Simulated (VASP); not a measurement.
# MoS2 (P6_3/mmc) in VASP: further runs, part 3 of 3

VASP 6.6.1.

**6. Relaxation of cell and atoms, RPBE+D4**

INCAR

```
PREC = Accurate
ENCUT = 600
EDIFF = 1E-6
ISMEAR = -1
SIGMA = 0.05
LREAL = F
LASPH = T
NELM = 60
ALGO = Normal
ISIF = 3
LWAVE = F
LCHARG = F
GGA = RP
IVDW = 13
IBRION = 2
NSW = 60
EDIFFG = -0.01
```

KPOINTS

```
regular mesh
0
Gamma
  10 10 3
```

POSCAR

```
MoS2
1.0
    3.1690000000      0.0000000000      0.0000000000
   -1.5845000000      2.7444345046      0.0000000000
    0.0000000000      0.0000000000     12.3240000000
Mo S
2 4
Direct
    0.6666666667      0.3333333333      0.7500000000
    0.3333333333      0.6666666667      0.2500000000
    0.6666666667      0.3333333333      0.3770000000
    0.3333333333      0.6666666667      0.8770000000
    0.6666666667      0.3333333333      0.1230000000
    0.3333333333      0.6666666667      0.6230000000
```

Potentials or basis: VASP PAW PBE potentials, release 64 (Mo_sv, S).

Run with:

```
cat potpaw_PBE.64/Mo_sv/POTCAR potpaw_PBE.64/S/POTCAR > POTCAR
mpirun -np 1 vasp_std > vasp.out
```

OUTCAR:

```text
PREC = Accurate
   ENCUT = 600
   EDIFF = 1E-6
   ISMEAR = -1
   LREAL = F
   LASPH = T
   NELM = 60
   ISIF = 3
   GGA = RP
   IVDW = 13
   IBRION = 2
   NSW = 60
   EDIFFG = -0.01

 ion  position               nearest neighbor table
   1  0.667  0.333  0.750-   4 2.41   6 2.41   4 2.41   6 2.41   4 2.41   6 2.41
   2  0.333  0.667  0.250-   3 2.41   5 2.41   3 2.41   5 2.41   3 2.41   5 2.41
   3  0.667  0.333  0.377-   2 2.41   2 2.41   2 2.41
   4  0.333  0.667  0.877-   1 2.41   1 2.41   1 2.41
   5  0.667  0.333  0.123-   2 2.41   2 2.41   2 2.41
   6  0.333  0.667  0.623-   1 2.41   1 2.41   1 2.41

  LATTYP: Found a hexagonal cell.
 ALAT       =     3.1690000000
 C/A-ratio  =     3.8889239508

  Lattice vectors:

 A1 = (   3.1690000000,   0.0000000000,   0.0000000000)
 A2 = (  -1.5845000000,   2.7444345046,   0.0000000000)
 A3 = (   0.0000000000,   0.0000000000,  12.3240000000)

Analysis of symmetry for initial positions (statically):
=====================================================================
 Subroutine PRICEL returns:
 Original cell was already a primitive cell.

 Routine SETGRP: Setting up the symmetry group for a
 hexagonal supercell.

 Subroutine GETGRP returns: Found 24 space group operations
 (whereof 12 operations were pure point group operations)
 out of a pool of 24 trial point group operations.

The static configuration has the point symmetry D_3d.
 The point group associated with its full space group is D_6h.

Analysis of symmetry for dynamics (positions and initial velocities):
=====================================================================
 Subroutine PRICEL returns:
 Original cell was already a primitive cell.

 Routine SETGRP: Setting up the symmetry group for a
 hexagonal supercell.

 Subroutine GETGRP returns: Found 24 space group operations
 (whereof 12 operations were pure point group operations)
 out of a pool of 24 trial point group operations.

The dynamic configuration has the point symmetry D_3d.
 The point group associated with its full space group is D_6h.

 Subroutine INISYM returns: Found 24 space group operations
[... 121 lines left out ...]
   EFERMI_NEDOS =   21; number of points for ismear=-14 and -15
   IALGO  =     38    algorithm
   IMIX   =      4    mixing-type and parameters
     AMIX     =   0.40;   BMIX     =  1.00
     AMIX_MAG =   1.60;   BMIX_MAG =  1.00
  volume/ion in A,a.u.               =      17.86       120.55
  Fermi-wavevector in a.u.,A,eV,Ry     =   1.286373  2.430893 22.514325  1.654756
  Thomas-Fermi vector in A             =   2.418452
   LORBIT       =      0    0 simple, 1 ext, 2 COOP (PROOUT), +10 PAW based schemes
   GGA     = RP    functional components
   LHFCALC =     F    Hartree Fock is set to
   AEXX    =    0.0000 exact exchange contribution
   IVDW    =    13    specifies the selected vdW correction
   LEPSILON=     F    determine dielectric tensor
   LRPA    =     F    only Hartree local field effects (RPA)
 conjugate gradient relaxation of ions
 non-spin polarized calculation
  energy-cutoff  :      600.00
  volume of cell :      107.18
 maximum number of plane-waves:      3613
 NGX is ok and might be reduce to    28
   NGX = 13   NGY = 13   NGZ = 49

--------------------------------------- Ionic step        1  -------------------------------------------

 number of electron      52.0000000 magnetization

 Free energy of the ion-electron system (eV)
  ---------------------------------------------------
  ext. energy  EPLUGINS =         0.00000000
  ---------------------------------------------------
  free energy    TOTEN  =       -41.00322104 eV

  energy without entropy =      -41.00321964  energy(sigma->0) =      -41.00322034

------------------------ aborting loop because EDIFF is reached ----------------------------------------

  DFT-D4 for vdW energy calculation

  Edisp (eV):   -5.23276
[... 117 lines left out ...]
  FREE ENERGIE OF THE ION-ELECTRON SYSTEM (eV)
  ---------------------------------------------------
  free  energy   TOTEN  =       -46.2647591572 eV

  energy  without entropy=      -46.2647577122  energy(sigma->0) =      -46.26475843

[... ionic steps 4 to 12 ...]

--------------------------------------- Ionic step       13  -------------------------------------------

 number of electron      51.9999996 magnetization

------------------------ aborting loop because EDIFF is reached ----------------------------------------
[... 83 lines left out ...]
--------------------------------------- Ionic step       15  -------------------------------------------

 number of electron      51.9999997 magnetization

 Free energy of the ion-electron system (eV)
  ---------------------------------------------------
  ext. energy  EPLUGINS =         0.00000000
  ---------------------------------------------------
  free energy    TOTEN  =       -40.70303628 eV

  energy without entropy =      -40.70302370  energy(sigma->0) =      -40.70302999

 E-fermi :   8.9197     XC(G=0): -11.1282

 val. band max:        8.6017164271   @ k =   0.0000   0.0000   0.0000
 cond. band min:       9.3296038698   @ k =   0.2000   0.2000   0.0000
 fundamental gap:      0.7278874427
 Fermi energy:         8.9197173542

 k-point     1 :       0.0000    0.0000    0.0000
  band No.  band energies     occupation
      1     -53.0054      2.00000
      2     -53.0054      2.00000
      3     -27.1802      2.00000
      4     -27.1799      2.00000
      5     -26.9204      2.00000
      6     -26.9204      2.00000
[... 805 lines left out ...]
     30      10.8186      0.00000
     31      11.4789      0.00000

 [... further k-points ...]

------------------------ aborting loop because EDIFF is reached ----------------------------------------

  DFT-D4 for vdW energy calculation

  Edisp (eV):   -5.60913
[... 29 lines left out ...]
  FREE ENERGIE OF THE ION-ELECTRON SYSTEM (eV)
  ---------------------------------------------------
  free  energy   TOTEN  =       -46.3121673185 eV

  energy  without entropy=      -46.3121547325  energy(sigma->0) =      -46.31216103

 reached required accuracy - stopping structural energy minimisation
```

Run time: 9.8 min. Hardware: 1 thread of Intel Xeon 6975P-C (Granite Rapids), shared host; peak memory 0.33 GiB.

Results:

* Free energy: -46.3122 eV
* Relaxed volume: 16.68 Å³/atom
* Relaxed cell: a = 3.130 Å, b = 3.130 Å, c = 11.796 Å, α = 90.00°, β = 90.00°, γ = 120.00°
* Space group after relaxing (to 0.1 Å): P6_3/mmc (No. 194)
* Energy gained by relaxing: 12.7 meV/atom
* Ionic steps: 15
* Pressure after relaxing: 0.1 GPa
* Band gap on the k mesh: 0.73 eV (least direct gap 1.93 eV)
* Dispersion energy per atom: -0.935 eV

Forces on the atoms (eV/Å):
```
Mo   0.000  0.000  0.000
Mo   0.000  0.000  0.000
S    0.000  0.000 -0.003
S    0.000  0.000 -0.003
S    0.000  0.000  0.003
S    0.000  0.000  0.003
```

The path:
```csv
step,energy change (eV),largest force (eV/Å),pressure (GPa),volume (Å³)
1,0.0000,0.0730,-3.60,107.18
2,0.0416,0.9510,6.10,101.08
3,-0.0288,0.3071,-0.12,104.75
4,-0.0410,0.1282,-0.16,103.88
5,-0.0418,0.0887,-0.16,103.69
6,-0.0510,0.0889,-0.13,103.10
7,-0.0708,0.0862,0.09,101.33
8,-0.0531,0.0430,1.16,97.77
9,-0.0742,0.1132,0.42,100.48
10,-0.0746,0.1097,0.49,100.18
11,-0.0647,0.3297,-2.10,100.48
12,-0.0759,0.0049,-0.19,100.26
13,-0.0759,0.0102,-0.13,100.25
14,-0.0761,0.0097,0.13,100.00
15,-0.0762,0.0028,0.05,100.08
```

Final structure:
```yaml
crystal:
  lattice:
    - [3.13011, 0.00000, 0.00000]
    - [-1.56506, 2.71076, 0.00000]
    - [0.00000, 0.00000, 11.79552]
  atoms:
    - { symbol: Mo, position: [0.66667, 0.33333, 0.75000] }
    - { symbol: Mo, position: [0.33333, 0.66667, 0.25000] }
    - { symbol: S, position: [0.66667, 0.33333, 0.38293] }
    - { symbol: S, position: [0.33333, 0.66667, 0.88293] }
    - { symbol: S, position: [0.66667, 0.33333, 0.11707] }
    - { symbol: S, position: [0.33333, 0.66667, 0.61707] }
```

Caveat: the PAW data sets were made with another functional, which shifts forces and pressure a little.

**7. Single point, r2SCAN, non-collinear spin, zero start, spin-orbit coupling**

POSCAR is that of step 6.

INCAR.step1

```
ALGO = Normal ; EDIFF = 1E-4
ENCUT = 520 ; GGA = PE
GGA_COMPAT = False ; ISMEAR = -1
KPAR = 4 ; LASPH = True
LCHARG = False ; LMAXMIX = 4
LREAL = False ; LSORBIT = True
LWAVE = True ; MAGMOM = 0 0 0 0 0 0 0 0 0 0 0 0 0 0 0 0 0 0
NBANDS = 68 ; NELM = 150
PREC = Accurate ; SIGMA = 0.05
```

INCAR.step2

```
ALGO = Normal ; EDIFF = 1E-6
ENCUT = 520 ; GGA_COMPAT = False
ISIF = 2 ; ISMEAR = -1
ISTART = 1 ; KPAR = 4
LASPH = True ; LCHARG = False
LMAXMIX = 4 ; LMIXTAU = True
LORBIT = 11 ; LORBMOM = True
LREAL = False ; LSORBIT = True
LWAVE = False ; MAGMOM = 0 0 0 0 0 0 0 0 0 0 0 0 0 0 0 0 0 0
METAGGA = R2SCAN ; NBANDS = 68
NELM = 150 ; PREC = Accurate
SIGMA = 0.05
```

KPOINTS

```
k-points
0
Gamma
  10 10 3
```

Run with:

```
cat potpaw_PBE.64/Mo_sv/POTCAR potpaw_PBE.64/S/POTCAR > POTCAR
cp INCAR.step1 INCAR
mpirun -np 4 vasp_ncl > vasp.out
cp INCAR.step2 INCAR
mpirun -np 4 vasp_ncl > vasp.out
```

It took 20 min on 4 MPI ranks of Oxide Virtual Turin-like, shared host; peak memory 0.73 GiB.

The run converged. Its results:

```yaml
Free_energy: -90.2321 eV
Pressure: 0.8 GPa
Largest_force: 0.237 eV/Å
Net_moment: 0.00 μB per cell
Valence_electrons_inside_the_program's_atomic_spheres: Mo 12.41; S 3.72
```

Forces in eV/Å, atoms in the order of the input:
```
Mo   0.000  0.000  0.000
Mo   0.000  0.000  0.000
S    0.000  0.000 -0.237
S    0.000  0.000 -0.237
S    0.000  0.000  0.237
S    0.000  0.000  0.237
```

Stress tensor (GPa, compression positive):
```
 1.26  0.00  0.00
 0.00  1.26  0.00
 0.00  0.00 -0.02
```

Moments on the atoms (μB; x, y, z):
```
Mo  0.00 0.00 0.00
Mo  0.00 0.00 0.00
S   0.00 0.00 0.00
S   0.00 0.00 0.00
S   0.00 0.00 0.00
S   0.00 0.00 0.00
```

Caveat: the PAW data sets were made with another functional, which shifts forces and pressure a little.

**8. Summary**

| task | level | spin | cell | k mesh | cutoff (eV) | smearing | grid for exact exchange (PRECFOCK) | share of exact exchange | gap on the mesh (eV) | pressure (GPa) | relaxed volume (Å³/atom) | largest force (eV/Å) |
| --- | --- | --- | --- | --- | --- | --- | --- | --- | --- | --- | --- | --- |
| single point | PBE0 | off | a = 3.169, b = 3.169, c = 12.324 Å, angles 90.0, 90.0, 120.0°, 6 atoms, atomic positions A | 6 × 6 × 2 | 520 | gaussian 0.01 eV | Fast | 0.25 | 2.15 | -3.2 | - | 0.61 |
| single point | RPBE+D3(BJ) | off | a = 2.990, b = 2.990, c = 11.228 Å, angles 90.0, 90.0, 120.0°, 6 atoms, atomic positions B | 10 × 10 × 3 | 520 | fermi-dirac 0.05 eV | - | - | 0.25 | -0.4 | - | 0.03 |
| single point | RPBE+D4 | off | a = 3.132, b = 3.132, c = 11.796 Å, angles 90.0, 90.0, 120.0°, 6 atoms, atomic positions C | 10 × 10 × 3 | 520 | fermi-dirac 0.05 eV | - | - | 0.73 | -0.2 | - | 0.04 |
| relaxation of cell and atoms | RPBE+D3(BJ) | off | relaxed from a = 3.169, b = 3.169, c = 12.324 Å, angles 90.0, 90.0, 120.0°, 6 atoms, atomic positions A | 10 × 10 × 3 | 600 | fermi-dirac 0.05 eV | - | - | 0.25 | 0.1 | 14.47 | 0.01 |
| relaxation of cell and atoms | RPBE+D4 | off | relaxed from a = 3.169, b = 3.169, c = 12.324 Å, angles 90.0, 90.0, 120.0°, 6 atoms, atomic positions A | 10 × 10 × 3 | 600 | fermi-dirac 0.05 eV | - | - | 0.73 | 0.1 | 16.68 | - |
| single point | r2SCAN | non-collinear, zero start, SOC | a = 3.169, b = 3.169, c = 12.324 Å, angles 90.0, 90.0, 120.0°, 6 atoms, atomic positions A | 10 × 10 × 3 | 520 | fermi-dirac 0.05 eV | - | - | - | 0.8 | - | 0.24 |

Alike in all rows: potentials or basis VASP PAW PBE potentials, release 64 (Mo_sv, S).

Caveats: the PAW data sets were made with another functional, which shifts forces and pressure a little; the dispersion term is far too large for a dense solid, which distorts pressure and volume (at least some runs); the cell stands under tension (at least some runs); this functional lacks dispersion, which binds layers or chains, so the pressure and a relaxed spacing across them are unreliable (at least some runs); the volume moved by over 15 % at a fixed basis, so the end points are rough (at least some runs).

Total energies depend on the potentials used, so only differences within one code and one set of settings carry meaning.

**9. Comparison with measurements**

Step 3. Against the measured gap of MoS2, 1.3 eV (indirect; 300 K; “Multiwavelength excitation Raman Scattering Analysis of bulk and 2 dimensional MoS2: Vibrational properties of atomically thin MoS2 layers”, 2015, arxiv:1506.03228), the calculated 0.25 eV is off by -1.05 eV. So large a miss can be the level of theory's own, or it may mean another phase, state or a wrong row. Spin-orbit coupling on Mo is left out. The value is that of RPBE+D3(BJ) on a finite k mesh, which can miss the band edges, without temperature or zero-point motion. Semilocal functionals fall short of measured gaps as a rule.

Step 4. A measured gap of MoS2 is 1.3 eV (indirect; 300 K; “Multiwavelength excitation Raman Scattering Analysis of bulk and 2 dimensional MoS2: Vibrational properties of atomically thin MoS2 layers”, 2015, arxiv:1506.03228); the calculated 0.73 eV misses it by -0.57 eV. Spin-orbit coupling on Mo is left out. The value is that of RPBE+D4 on a finite k mesh, which can miss the band edges, without temperature or zero-point motion. Semilocal functionals fall short of measured gaps as a rule.
